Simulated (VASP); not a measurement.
# BN (P6_3mc) in VASP: single point with PBEsol

Aim: the single point of BN with PBEsol.

Everything below comes from runs of VASP 6.6.1. Logs are shortened: lines on timing, memory, paths and dates and some standing lists are left out, and cuts for length are marked.

### 1 The cell of the first run

The structure is hexagonal, space group P6_3mc (No. 186). The conventional cell has a = 2.515 Å, b = 2.515 Å, c = 4.161 Å, α = 90.00°, β = 90.00°, γ = 120.00°. Within 2.1 Å of B (site symmetry 3m) lie 4 N at 1.54 to 1.56 Å. Within 2.1 Å of N (site symmetry 3m) lie 4 B at 1.54 to 1.56 Å.

### 2 Single point, PBEsol (strained cell)

The input, INCAR:

```
SYSTEM = BN
ALGO = Normal
EDIFF = 1E-6
ENCUT = 1330
GGA = PS
GGA_COMPAT = .FALSE.
ISIF = 2
ISMEAR = 0
LASPH = .TRUE.
LCHARG = .TRUE.
LELF = .TRUE.
LREAL = .FALSE.
LVHAR = .TRUE.
LWAVE = .FALSE.
NBANDS = 16
NELM = 120
PREC = Accurate
SIGMA = 0.02
```

The input, KPOINTS:

```
k-points
0
G
  9 9 6
  0 0 0
```

The input, POSCAR:

```
BN
1.0
    2.5151549549      0.0000000000      0.0000000000
   -1.2575774774      2.1781880854      0.0000000000
    0.0000000000      0.0000000000      4.1606277791
B N
2 2
Direct
    0.3333333333      0.6666666667     -0.0001250336
    0.6666666667      0.3333333333      0.4998749664
    0.3333333333      0.6666666667      0.3741250336
    0.6666666667      0.3333333333      0.8741250336
```

Potentials or basis: VASP PAW PBE potentials, release 64 (B_h, N_h).

The run is started by

```
$ cat potpaw_PBE.64/B_h/POTCAR potpaw_PBE.64/N_h/POTCAR > POTCAR
$ mpirun -np 1 vasp_std > vasp.out
```

OUTCAR:

```text
SYSTEM = BN
   EDIFF = 1E-6
   ENCUT = 1330
   GGA = PS
   ISIF = 2
   ISMEAR = 0
   LASPH = .TRUE.
   LREAL = .FALSE.
   NELM = 120
   PREC = Accurate

 ion  position               nearest neighbor table
   1  0.333  0.667  1.000-
   2  0.667  0.333  0.500-
   3  0.333  0.667  0.374-
   4  0.667  0.333  0.874-

  LATTYP: Found a hexagonal cell.
 ALAT       =     2.5151549549
 C/A-ratio  =     1.6542232402

  Lattice vectors:

 A1 = (   2.5151549549,   0.0000000000,   0.0000000000)
 A2 = (  -1.2575774774,   2.1781880854,   0.0000000000)
 A3 = (   0.0000000000,   0.0000000000,   4.1606277791)

Analysis of symmetry for initial positions (statically):
=====================================================================
 Subroutine PRICEL returns:
 Original cell was already a primitive cell.

 Routine SETGRP: Setting up the symmetry group for a
 hexagonal supercell.

 Subroutine GETGRP returns: Found 12 space group operations
 (whereof  6 operations were pure point group operations)
 out of a pool of 24 trial point group operations.

The static configuration has the point symmetry C_3v.
 The point group associated with its full space group is C_6v.

Analysis of symmetry for dynamics (positions and initial velocities):
=====================================================================
 Subroutine PRICEL returns:
 Original cell was already a primitive cell.

 Routine SETGRP: Setting up the symmetry group for a
 hexagonal supercell.

 Subroutine GETGRP returns: Found 12 space group operations
 (whereof  6 operations were pure point group operations)
 out of a pool of 24 trial point group operations.

The dynamic configuration has the point symmetry C_3v.
 The point group associated with its full space group is C_6v.

 Subroutine INISYM returns: Found 12 space group operations
 (whereof  6 operations are pure point group operations),
 and found     1 'primitive' translations

----------------------------------------------------------------------------------------

                                     Primitive cell

  volume of cell :      22.7939

  direct lattice vectors                    reciprocal lattice vectors
     2.515154955  0.000000000  0.000000000     0.397589818  0.229548588  0.000000000
    -1.257577477  2.178188085  0.000000000     0.000000000  0.459097177  0.000000000
     0.000000000  0.000000000  4.160627779     0.000000000  0.000000000  0.240348345

  length of vectors
     2.515154955  2.515154955  4.160627779     0.459097177  0.459097177  0.240348345

  position of ions in fractional coordinates (direct lattice)
     0.333333333  0.666666667  0.999874966
     0.666666667  0.333333333  0.499874966
     0.333333333  0.666666667  0.374125034
     0.666666667  0.333333333  0.874125034

  ion indices of the primitive-cell ions
   primitive index   ion index
                 1           1
                 2           2
                 3           3
                 4           4

----------------------------------------------------------------------------------------

 KPOINTS: k-points

Automatic generation of k-mesh.
 Grid dimensions read from file:
 generate k-points for:    9    9    6

 Generating k-lattice:

  Cartesian coordinates                     Fractional coordinates (reciprocal lattice)
     0.044176646  0.025505399  0.000000000     0.111111111  0.000000000  0.000000000
     0.000000000  0.051010797  0.000000000     0.000000000  0.111111111  0.000000000
     0.000000000  0.000000000  0.040058057     0.000000000  0.000000000  0.166666667

  Length of vectors
     0.051010797  0.051010797  0.040058057

  Shift w.r.t. Gamma in fractional coordinates (k-lattice)
     0.000000000  0.000000000  0.000000000

 Subroutine IBZKPT returns following result:
 ===========================================

 Found     48 irreducible k-points:

 Following reciprocal coordinates:
            Coordinates               Weight
  0.000000  0.000000  0.000000      1.000000
  0.111111 -0.000000  0.000000      6.000000
  0.222222 -0.000000  0.000000      6.000000
  0.333333 -0.000000  0.000000      6.000000
  0.444444 -0.000000  0.000000      6.000000
  0.111111  0.111111  0.000000      6.000000
[... 16 lines left out ...]
  0.333333  0.222222  0.166667     24.000000
  0.333333  0.333333  0.166667      4.000000
 [... further k-points ...]
   k-points           NKPTS =     48   k-points in BZ     NKDIM =     48   number of bands    NBANDS=     16
   number of dos      NEDOS =    301   number of ions     NIONS =      4
   total plane-waves  NPLWV =  45000
   dimension x,y,z NGX =    30 NGY =   30 NGZ =   50
   dimension x,y,z NGXF=    60 NGYF=   60 NGZF=  100
   ions per type =               2   2
   NGX,Y,Z   is equivalent  to a cutoff of  19.83, 19.83, 19.98 a.u.
   NGXF,Y,Z  is equivalent  to a cutoff of  39.66, 39.66, 39.96 a.u.
 SYSTEM =  BN
   PREC   = accura    normal or accurate (medium, high low for compatibility)
   ISTART =      0    job   : 0-new  1-cont  2-samecut
   ICHARG =      2    charge: 1-file 2-atom 10-const
   ISPIN  =      1    spin polarized calculation?
   LNONCOLLINEAR =      F non collinear calculations
   LSORBIT =      F    spin-orbit coupling
   LASPH  =      T    aspherical Exc in radial PAW
   ENCUT  = 1330.0 eV  97.75 Ry    9.89 a.u.   7.48  7.48 12.37*2*pi/ulx,y,z
   NELM   =    120;   NELMIN=  2; NELMDL= -5     # of ELM steps
   EDIFF  = 0.1E-05   stopping-criterion for ELM
   LREAL  =      F    real-space projection
   EDIFFG = 0.1E-04   stopping-criterion for IOM
   NSW    =      0    number of steps for IOM
   IBRION =     -1    ionic relax: 0-MD 1-quasi-New 2-CG
   NFREE  =      0    steps in history (QN), initial steepest desc. (CG)
   ISIF   =      2    stress and relaxation
   ISYM   =      2    0-nonsym 1-usesym 2-fastsym
   POTIM  = 0.5000    time-step for ionic-motion
   TEBEG  =    0.0;   TEEND  =   0.0 temperature during run
   PSTRESS=    0.0 pullay stress
   NELECT =      16.0000    total number of electrons
   NUPDOWN=      -1.0000    fix difference up-down
   EMIN   =  10.00;   EMAX   =-10.00  energy-range for DOS
   EFERMI =   0.00;   METHOD = LEGACY
   ISMEAR =     0;   SIGMA  =   0.02  broadening in eV -4-tet -1-fermi 0-gaus
   EFERMI_NEDOS =   21; number of points for ismear=-14 and -15
   IALGO  =     38    algorithm
   IMIX   =      4    mixing-type and parameters
     AMIX     =   0.40;   BMIX     =  1.00
     AMIX_MAG =   1.60;   BMIX_MAG =  1.00
  volume/ion in A,a.u.               =       5.70        38.46
  Fermi-wavevector in a.u.,A,eV,Ry     =   1.454929  2.749417 28.801067  2.116819
  Thomas-Fermi vector in A             =   2.572023
   LORBIT       =      0    0 simple, 1 ext, 2 COOP (PROOUT), +10 PAW based schemes
   GGA     = PS    functional components
   LHFCALC =     F    Hartree Fock is set to
   AEXX    =    0.0000 exact exchange contribution
   IVDW    =     0    specifies the selected vdW correction
   LEPSILON=     F    determine dielectric tensor
   LRPA    =     F    only Hartree local field effects (RPA)
 non-spin polarized calculation
 Gauss-broadening in eV      SIGMA  =   0.02
  energy-cutoff  :     1330.00
  volume of cell :       22.79
 maximum number of plane-waves:      2539
 NGX is ok and might be reduce to    30
   NGX = 15   NGY = 15   NGZ = 25

 number of electron      16.0000000 magnetization

 Free energy of the ion-electron system (eV)
  ---------------------------------------------------
  ext. energy  EPLUGINS =         0.00000000
  ---------------------------------------------------
  free energy    TOTEN  =       -36.64853594 eV

  energy without entropy =      -36.64853594  energy(sigma->0) =      -36.64853594

 E-fermi :   9.8370     XC(G=0): -13.3186

 val. band max:        9.7438786373   @ k =   0.0000   0.0000   0.0000
 cond. band min:      14.6283978861   @ k =   0.3333   0.3333   0.0000
 fundamental gap:      4.8845192489
 Fermi energy:         9.8369858419

 k-point     1 :       0.0000    0.0000    0.0000
  band No.  band energies     occupation
      1     -11.1156      2.00000
      2      -6.7415      2.00000
      3      -1.6253      2.00000
      4       7.5268      2.00000
      5       7.5268      2.00000
      6       9.4356      2.00000
[... 8 lines left out ...]
     15      21.8738      0.00000
     16      26.2789      0.00000

 k-point     2 :       0.1111   -0.0000    0.0000
  band No.  band energies     occupation
      1     -10.8380      2.00000
      2      -6.5274      2.00000
      3      -1.3515      2.00000
      4       6.3164      2.00000
      5       7.0233      2.00000
      6       8.7466      2.00000
[... 8 lines left out ...]
     15      22.6720      0.00000
     16      25.8105      0.00000

 k-point     3 :       0.2222   -0.0000    0.0000
  band No.  band energies     occupation
      1     -10.0206      2.00000
      2      -5.9415      2.00000
      3      -0.5496      2.00000
      4       3.7368      2.00000
      5       6.0078      2.00000
      6       6.5186      2.00000
[... 8 lines left out ...]
     15      24.5583      0.00000
     16      25.1934      0.00000

 k-point     4 :       0.3333   -0.0000    0.0000
  band No.  band energies     occupation
      1      -8.7274      2.00000
      2      -5.2606      2.00000
      3       0.6546      2.00000
      4       1.2689      2.00000
      5       4.0716      2.00000
      6       5.1043      2.00000
[... 8 lines left out ...]
     15      26.0641      0.00000
     16      26.5934      0.00000

 k-point     5 :       0.4444   -0.0000    0.0000
  band No.  band energies     occupation
      1      -7.2113      2.00000
      2      -5.2922      2.00000
      3      -0.0154      2.00000
      4       1.8878      2.00000
      5       2.3927      2.00000
      6       4.6017      2.00000
[... 8 lines left out ...]
     15      26.3396      0.00000
     16      27.8932      0.00000

 k-point     6 :       0.1111    0.1111    0.0000
  band No.  band energies     occupation
      1     -10.2902      2.00000
      2      -6.1248      2.00000
      3      -0.8126      2.00000
      4       4.7699      2.00000
      5       5.7323      2.00000
      6       7.5533      2.00000
[... 8 lines left out ...]
     15      24.3871      0.00000
     16      25.3294      0.00000
[... 267 lines left out ...]
 k-point    21 :       0.4444    0.1111    0.1667
  band No.  band energies     occupation
      1      -6.5399      2.00000
      2      -5.4494      2.00000
      3      -0.3084      2.00000
      4       1.2497      2.00000
      5       3.2251      2.00000
      6       4.1041      2.00000
[... 8 lines left out ...]
     15      26.8700      0.00000
     16      27.5074      0.00000

 k-point    22 :       0.2222    0.2222    0.1667
  band No.  band energies     occupation
      1      -7.8498      2.00000
      2      -5.2653      2.00000
      3       0.9615      2.00000
      4       2.0155      2.00000
      5       2.7789      2.00000
      6       4.0625      2.00000
[... 8 lines left out ...]
     15      25.3706      0.00000
     16      26.4041      0.00000

 k-point    23 :       0.3333    0.2222    0.1667
  band No.  band energies     occupation
      1      -6.4669      2.00000
      2      -5.1374      2.00000
      3       0.2634      2.00000
      4       1.4324      2.00000
      5       2.4860      2.00000
      6       3.8309      2.00000
[... 8 lines left out ...]
     15      26.0420      0.00000
     16      26.7051      0.00000

 k-point    24 :       0.3333    0.3333    0.1667
  band No.  band energies     occupation
      1      -5.4945      2.00000
      2      -5.4945      2.00000
      3       0.2204      2.00000
      4       1.6971      2.00000
      5       1.6971      2.00000
      6       3.6028      2.00000
[... 8 lines left out ...]
     15      26.3184      0.00000
     16      26.3184      0.00000

 [... further k-points ...]

------------------------ aborting loop because EDIFF is reached ----------------------------------------

  FORCE on cell =-STRESS in cart. coord.  units (eV):
  Direction    XX          YY          ZZ          XY          YZ          ZX
  --------------------------------------------------------------------------------------
  -------------------------------------------------------------------------------------
  Total        1.7750290      1.7750290      1.8064644      0.0000000      0.0000000      0.0000000
  in kB      124.7662276    124.7662276    126.9758098      0.0000000      0.0000000      0.0000000
  external PRESSURE =     125.5027550 kB  Pullay stress =       0.0000000 kB

 VOLUME and BASIS-vectors are now :
 -----------------------------------------------------------------------------
  energy-cutoff  :     1330.00
  volume of cell :       22.79
      direct lattice vectors                 reciprocal lattice vectors
     2.515154955  0.000000000  0.000000000     0.397589818  0.229548588  0.000000000
    -1.257577477  2.178188085  0.000000000     0.000000000  0.459097177  0.000000000
     0.000000000  0.000000000  4.160627779     0.000000000  0.000000000  0.240348345

 POSITION                                       TOTAL-FORCE (eV/Angst)
 -----------------------------------------------------------------------------------
     -0.00000      1.45213      4.16011         0.000000      0.000000      0.001246
      1.25758      0.72606      2.07979        -0.000000      0.000000      0.001246
     -0.00000      1.45213      1.55660        -0.000000      0.000000     -0.001246
      1.25758      0.72606      3.63691         0.000000     -0.000000     -0.001246
 -----------------------------------------------------------------------------------
    total drift:                               -0.000000      0.000000     -0.000820

  FREE ENERGIE OF THE ION-ELECTRON SYSTEM (eV)
  ---------------------------------------------------
  free  energy   TOTEN  =       -36.6485359402 eV

  energy  without entropy=      -36.6485359402  energy(sigma->0) =      -36.64853594
```

Wall time 36 s (1 thread of Intel Xeon Platinum 8488C (Sapphire Rapids), shared host); peak memory 0.22 GiB.

Results:

```
Free energy            : -36.6485 eV
Pressure               : 12.6 GPa
Band gap on the k mesh : 4.88 eV (least direct gap 8.36 eV)
```

Levels at points of the mesh, in eV from the valence-band top:
```tsv
k point	band 5	band 6	band 7	band 8	band 9	band 10	band 11	band 12
(0.00, 0.00, 0.00)	-2.22	-0.31	0.00	0.00	8.45	8.45	8.75	9.93
(0.00, 0.00, 0.50)	-1.23	-1.23	-1.23	-1.23	9.76	9.76	10.06	10.06
```

Caveat: the cell differs from its parent crystal (strained cell); the cell stands under pressure; the PAW data sets were made with another functional, which shifts forces and pressure a little. A k mesh can miss the band edges.
